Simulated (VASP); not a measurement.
## Bi: single point with PBE

The system is Bi.

```xyz
2
Lattice="2.2730 1.3123 4.0331 -2.2730 1.3123 4.0331 0.0000 -2.6246 4.0331" Properties=species:S:1:pos:R:3 pbc="T T T"
Bi    0.0000    0.0000    2.8299
Bi    0.0000    0.0000    9.2693
```

This cell differs from its parent crystal: zz strain of +2 %.

```
Program                : VASP 6.6.1
Task                   : single point
Functional             : PBE
Potentials or basis    : VASP PAW PBE potentials, release 64 (Bi_d)
Cutoff                 : 520 eV
k mesh                 : 11 × 11 × 11
Occupations            : fermi-dirac, width 0.03 eV
Spin                   : no spin polarisation
Dipole correction      : no
Further INCAR settings : ALGO = Normal; EDIFF = 1e-06; NBANDS = 22
```

The pressure is 0.9 GPa. The largest force is 0.075 eV/Å. The band gap on the k mesh is zero (band 15 reaches 6.05 eV, above the bottom of band 16 at 5.96 eV).

Forces in eV/Å, atoms in the order of the input:
```
Bi   0.000  0.000  0.075
Bi   0.000  0.000 -0.075
```

Stress tensor (GPa, compression positive):
```
0.96 0.00 0.00
0.00 0.96 0.00
0.00 0.00 0.69
```

Levels at points of the mesh, in eV from the Fermi level:
```
           k point  band 13  band 14  band 15  band 16  band 17  band 18
(0.00, 0.00, 0.00)    -1.55    -1.10    -1.10     2.46     2.90     2.90
```

Wall time 57 s on 1 thread of Intel(R) Xeon(R) 6975P-C (Granite Rapids) (shared host), peak memory 0.32 GiB.

Caveat: the cell differs from its parent crystal (zz strain of +2 %); spin-orbit coupling is left out, which moves the levels of the heavy elements.
